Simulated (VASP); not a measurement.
Sc, 1 atom in the cell. Symmetry: Fm-3m, No. 225, cubic system. The conventional cell has a = 4.640 Å, b = 4.640 Å, c = 4.640 Å, α = 90.00°, β = 90.00°, γ = 90.00°. Within 4.3 Å of Sc (site symmetry m-3m) lie 12 Sc at 3.28 Å. This isn't the form of Sc at room conditions, which is hcp.

* Program: VASP 6.6.1
* Task: relaxation of cell and atoms
* Functional: PBEsol
* Potentials or basis: VASP PAW PBE potentials, release 64 (Sc_sv)
* Cutoff: 500 eV
* k mesh: 9 × 9 × 9
* Occupations: gaussian, width 0.05 eV
* Spin: no spin polarisation
* Target pressure: 45 GPa
* Dipole correction: no
* Further INCAR settings: ALGO = Normal; EDIFF = 1e-07; IBRION = 2; EDIFFG = -0.01; NSW = 60; ISIF = 3

Potentials or basis: VASP PAW PBE potentials, release 64 (Sc_sv).

Launch:

```bash
$ cat potpaw_PBE.64/Sc_sv/POTCAR > POTCAR
$ mpirun -np 1 vasp_std > vasp.out
```

Hardware: 1 thread of Intel(R) Xeon(R) Platinum 8488C (Sapphire Rapids) (shared host).

How long does it take, and how much memory?

It took 15 s on 1 thread of Intel(R) Xeon(R) Platinum 8488C (Sapphire Rapids), with other jobs on the host, peak memory 0.16 GiB. Counts: scf iterations 49, k points 35, ion steps 5.
